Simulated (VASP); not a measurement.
## Al: single point with PBE+D3(BJ)

Al:

```xyz
18
Lattice="4.2187 2.4357 -4.8669 0.0000 -4.8713 -4.8669 -4.2187 2.4357 -4.8669" Properties=species:S:1:pos:R:3 pbc="T T T"
Al   -0.0915    3.3560  -10.9781
Al    2.8177   -1.6251  -10.9927
Al   -1.4583    0.7766   -6.1116
Al    1.4147    0.8027   -6.1778
Al   -2.7963   -1.6647  -10.8552
Al    1.4400    0.8733  -11.0040
Al    0.0206   -1.6367   -6.1490
Al    0.0325   -1.5705  -10.8805
Al   -1.4030    0.8792  -10.9028
Al   -1.4214   -0.8459   -3.7351
Al   -2.8067    1.6685   -3.6022
Al    1.4792   -0.8492   -3.6216
Al    0.0167    1.6826   -8.5085
Al    0.0329    1.4769   -3.6736
Al   -0.0004   -3.2696   -3.6223
Al   -1.4051   -0.7847   -8.3992
Al    2.6777    1.6291   -3.6307
Al    1.4505   -0.8983   -8.5600
```

This cell differs from its parent crystal: dynamics (nvt nose hoover) at 200 K, volume x 1.0, from the last frame before.

```
Program                : VASP 6.6.1
Task                   : single point
Functional             : PBE
Dispersion             : D3(BJ)
Potentials or basis    : VASP PAW PBE potentials, release 64 (Al)
Cutoff                 : 520 eV
k mesh                 : 3 × 3 × 3
Occupations            : fermi-dirac, width 0.05 eV
Spin                   : no spin polarisation
Dipole correction      : no
Further INCAR settings : LREAL = Auto; ALGO = Normal; EDIFF = 1e-06; NBANDS = 42
```

```json
{
  "Pressure": "-2.4 GPa",
  "Largest force": "0.755 eV/Å",
  "Band gap on the k mesh": "zero (band 27 reaches 8.40 eV, above the bottom of band 28 at 7.68 eV)",
  "Dispersion energy per atom": "-0.333 eV"
}
```

Forces in eV/Å, atoms in the order of the input:
```
Al   0.342 -0.419  0.113
Al  -0.097  0.218  0.046
Al   0.278  0.375  0.316
Al  -0.295  0.099  0.080
Al   0.138  0.287 -0.032
Al  -0.341 -0.244  0.360
Al   0.154 -0.122  0.211
Al  -0.225 -0.123 -0.098
Al   0.065 -0.311 -0.008
Al   0.017 -0.021 -0.008
Al  -0.055 -0.219 -0.137
Al  -0.309 -0.002 -0.144
Al   0.071 -0.037 -0.072
Al  -0.384  0.347 -0.060
Al  -0.061  0.110 -0.107
Al   0.286 -0.175 -0.570
Al   0.727 -0.192  0.070
Al  -0.309  0.429  0.041
```

Stress tensor (GPa, compression positive):
```
-1.79 -0.11  0.12
-0.11 -1.18 -0.29
 0.12 -0.29 -4.25
```

Levels at points of the mesh, in eV from the Fermi level:
```csv
k point,band 25,band 26,band 27,band 28,band 29,band 30
"(0.00, 0.00, 0.00)",0.22,0.24,0.35,1.69,1.73,1.77
```

Wall time 3.1 min on 1 thread of Intel(R) Xeon(R) Platinum 8488C (Sapphire Rapids), on a shared host, peak memory 0.4 GiB.

Caveat: pairwise dispersion overbinds metals, which lowers pressure and volume.
